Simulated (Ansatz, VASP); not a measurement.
## LiCl: VASP beside Ansatz

```
CELL_PARAMETERS angstrom
0.00000 2.84685 2.84685
2.84685 0.00000 2.84685
2.84685 2.84685 0.00000
ATOMIC_POSITIONS crystal
Li 0.00000 0.00000 0.00000
Cl 0.25000 0.25000 0.25000
```

Alike in both runs: task single point; functional PBE; k mesh 8 × 8 × 8; occupations gaussian, width 0.02 eV; no spin polarisation.

|  | VASP | Ansatz |
| --- | --- | --- |
| version | VASP 6.6.1 | Ansatz 0.2.0 |
| potentials or method | VASP PAW PBE potentials, release 64 (Li_sv, Cl), cutoff 520 eV | scalar-relativistic, plane waves, PAW |
| valence electrons in the cell | 10 | 10 |

|  | VASP | Ansatz | Ansatz less VASP |
| --- | --- | --- | --- |
| gap on the k mesh at the Fermi level (eV) | 5.65 | 5.65 | -0.006 |
| least direct gap on the mesh (eV) | 5.65 | 5.65 | -0.006 |

With one functional, cell and mesh, what is left measures potentials, basis and numerics.

Noted on VASP's run: the cutoff is short for stress, so the pressure is rough.
